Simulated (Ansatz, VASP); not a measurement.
LiH: VASP beside Ansatz

```
Li H
1.0
     2.49457   -0.00709   -0.00709
    -0.00709    2.49457   -0.00709
    -0.00709   -0.00709    2.49457
Li H
1 1
Cartesian
  0.0000 0.0000 0.0000
  1.2402 1.2402 1.2402
```

Change from the starting cell: shear_111 strain -0.9%.

Alike in both runs: task single point; functional r2SCAN; k mesh 10 × 10 × 10; no spin polarisation.

```csv
,VASP,Ansatz
version,VASP 6.6.1,Ansatz 0.2.0
potentials or method,"VASP PAW PBE potentials, release 64 (Li_sv, H)","plane waves, PAW"
plane-wave cutoff (eV),520,500
occupations,"gaussian, width 0.01 eV",fixed
valence electrons in the cell,4,4
```

Ansatz gave:

| Item | Value |
| --- | --- |
| gap on the k mesh at the Fermi level (eV) | 1.12 |

Question: Which values does VASP return?

Answer: gap on the k mesh at the Fermi level (eV): 1.29.

VASP's potentials were made for PBE, not for r2SCAN.

Noted on VASP's run: the cutoff is short for stress, so the pressure is rough.
